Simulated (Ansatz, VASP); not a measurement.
## Two plane-wave programs on Zr

```xyz
3
Lattice="4.7687 0.0000 0.0000 -2.3843 4.1298 0.0000 0.0000 0.0000 2.9775" Properties=species:S:1:pos:R:3 pbc="T T T"
Zr    4.7687    0.0000    2.9775
Zr    0.0000    2.7532    1.4888
Zr    2.3843    1.3766    1.4888
```

Alike in both runs: task single point; functional PBEsol; k mesh 8 × 8 × 11; occupations fermi-dirac, width 0.1 eV; no spin polarisation.

|  | VASP | Ansatz |
| --- | --- | --- |
| version | VASP 6.6.1 | Ansatz 0.2.0 |
| potentials or method | VASP PAW PBE potentials, release 64 (Zr_sv), cutoff 520 eV | plane waves (420 eV) with PAW, scalar-relativistic |
| valence electrons in the cell | 36 | 36 |

```csv
,VASP,Ansatz,Ansatz less VASP
pressure (GPa),16.3,16.2,-0.13
"traceless stress, the component that is largest in VASP (GPa)",-0.13,-0.10,+0.035
```

VASP's potentials were made for PBE, not for PBEsol, and Ansatz warns of the same on its side.
